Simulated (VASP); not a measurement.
A run of VASP 6.6.1 is set up as follows.

File POSCAR:

```
TiB2
1.0
    3.0187758637      0.0000000000      0.0000000000
   -1.5093879319      2.6143365863      0.0000000000
    0.0000000000      0.0000000000      3.1927873100
Ti B
1 2
Direct
    0.0000000000      0.0000000000      0.0000000000
    0.6666666667      0.3333333333      0.5000000000
    0.3333333333      0.6666666667      0.5000000000
```

The input INCAR.step1:

```
ALGO = Normal ; EDIFF = 1E-5
ENCUT = 520 ; GGA = PE
ISIF = 2 ; ISMEAR = -1
LASPH = T ; LCHARG = F
LREAL = F ; LWAVE = T
NBANDS = 16 ; NELM = 80
PREC = Accurate ; SIGMA = 0.05
```

File INCAR.step2:

```
ALGO = Normal ; EDIFF = 1E-6
ENCUT = 520 ; GGA = PE
HFSCREEN = 0.2079 ; ISIF = 2
ISMEAR = -1 ; ISTART = 1
LASPH = T ; LCHARG = F
LHFCALC = T ; LREAL = F
LWAVE = F ; NBANDS = 16
NELM = 80 ; PREC = Accurate
PRECFOCK = Normal ; SIGMA = 0.05
```

File KPOINTS:

```
k-points
0
Gamma
  6 6 6
```

Potentials or basis: VASP PAW PBE potentials, release 64 (Ti_sv, B).

The run is started by

```sh
$ cat potpaw_PBE.64/Ti_sv/POTCAR potpaw_PBE.64/B/POTCAR > POTCAR
$ cp INCAR.step1 INCAR
$ mpirun -np 1 vasp_std > vasp.out
$ cp INCAR.step2 INCAR
$ mpirun -np 1 vasp_std > vasp.out
```

Q: What does it give for the pressure?

A: 0.0 GPa.

Q: Estimate the band gap on the k mesh.

A: Zero (bands 9 and 10 overlap by 0.57 eV).

Caveat: the k points lie up to 0.40 Å⁻¹ apart, too coarse for converged energies and pressures of a metal; the PAW data sets were made with another functional, which shifts forces and pressure a little.
